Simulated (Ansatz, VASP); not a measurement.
GaBiSe2 in VASP and in Ansatz

```
CELL_PARAMETERS angstrom
5.22769 0.00000 0.00000
0.00000 5.22769 0.00000
0.00000 0.00000 3.72966
ATOMIC_POSITIONS crystal
Ga 0.00000 0.00000 0.00000
Bi 0.50000 0.50000 0.50000
Se 0.50000 0.00000 0.00000
Se 0.00000 0.50000 0.00000
```

Alike in both runs: functional PBE; k mesh 10 × 10 × 12; occupations gaussian, width 0.1 eV; no spin polarisation.

Ansatz relaxed the structure, and its values are those at the end. VASP's run is a single point on that final structure, the one shown.

|  | VASP | Ansatz |
| --- | --- | --- |
| version | VASP 6.6.1 | Ansatz 0.2.0 |
| potentials or method | VASP PAW PBE potentials, release 64 (Ga_d, Bi_d, Se), cutoff 520 eV | scalar-relativistic, plane waves, PAW |
| valence electrons in the cell | 40 | 60 |

```csv
,VASP,Ansatz,Ansatz less VASP
gap on the k mesh at the Fermi level (eV),none,none,-
pressure (GPa),0.0,0.0,-0.04
```

A gap of «none» marks a metal or a gap that the smearing closes. VASP's potentials hold 40 valence electrons a cell and Ansatz's 60, so a difference there can come from the potentials and not from the codes.

Neither program's run includes spin-orbit coupling.
